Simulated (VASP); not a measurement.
Write the native input for VASP 6.6.1 that does the following.

| Quantity | Value |
| --- | --- |
| Task | single point |
| Functional | PBE |
| Potentials or basis | VASP PAW PBE potentials, release 64 (Hf_pv, O) |
| Cutoff | 520 eV |
| k mesh | 6 × 6 × 6 |
| Occupations | gaussian, width 0.05 eV |
| Spin | no spin polarisation |
| Dipole correction | no |
| Further INCAR settings | ALGO = Normal; EDIFF = 1e-06; NBANDS = 31 |

The structure of HfO2 lies in POSCAR:

```
HfO2
1.0
    0.0000000000     -2.5489194559     -2.5489194559
    0.0000000000      2.5489194559     -2.5489194559
    5.0978389119      0.0000000000      0.0000000000
Hf O
2 4
Direct
    0.5102788654      0.4897211346      0.5000000000
   -0.0102788654      0.0102788654      0.0000000000
    0.0000749786      0.5000749786      0.7500000000
    0.4999250214     -0.0000749786      0.2500000000
    0.0000749786      0.5000749786      0.2500000000
    0.4999250214     -0.0000749786      0.7500000000
```

This cell differs from its parent crystal: atoms displaced along a vibrational mode.

One way to write it, as run:

INCAR

```
SYSTEM = HfO2
PREC     = Accurate       ! precision mode
ENCUT    = 520            ! plane-wave cutoff, eV
EDIFF    = 1E-6           ! SCF threshold, eV
ISMEAR   = 0              ! smearing method
SIGMA    = 0.05           ! smearing width, eV
LREAL    = .False.        ! projectors in reciprocal space
LASPH    = .True.         ! aspherical terms in the spheres
NELM     = 60             ! most SCF steps
ALGO     = Normal         ! electronic algorithm
ISIF     = 2              ! what is computed and relaxed
LWAVE    = .False.        ! write WAVECAR
LCHARG   = .False.        ! write CHGCAR
GGA      = PE             ! functional
NBANDS   = 31             ! bands
```

KPOINTS

```
regular mesh
0
Gamma
  6 6 6
  0 0 0
```

Potentials or basis: VASP PAW PBE potentials, release 64 (Hf_pv, O).

Command:

```bash
$ cat potpaw_PBE.64/Hf_pv/POTCAR potpaw_PBE.64/O/POTCAR > POTCAR
$ mpirun -np 1 vasp_std > vasp.out
```

It gave:

```yaml
Pressure: -3.4 GPa
Largest_force: 0.263 eV/Å
Band_gap_on_the_k_mesh: 3.75 eV
```

Caveat: the cell differs from its parent crystal (atoms displaced along a vibrational mode); the cell stands under tension; spin-orbit coupling is left out, which moves the levels of the heavy elements.

It took 3.1 min on 1 thread of Intel Xeon 8259CL, with other jobs on the host, peak memory 0.23 GiB.
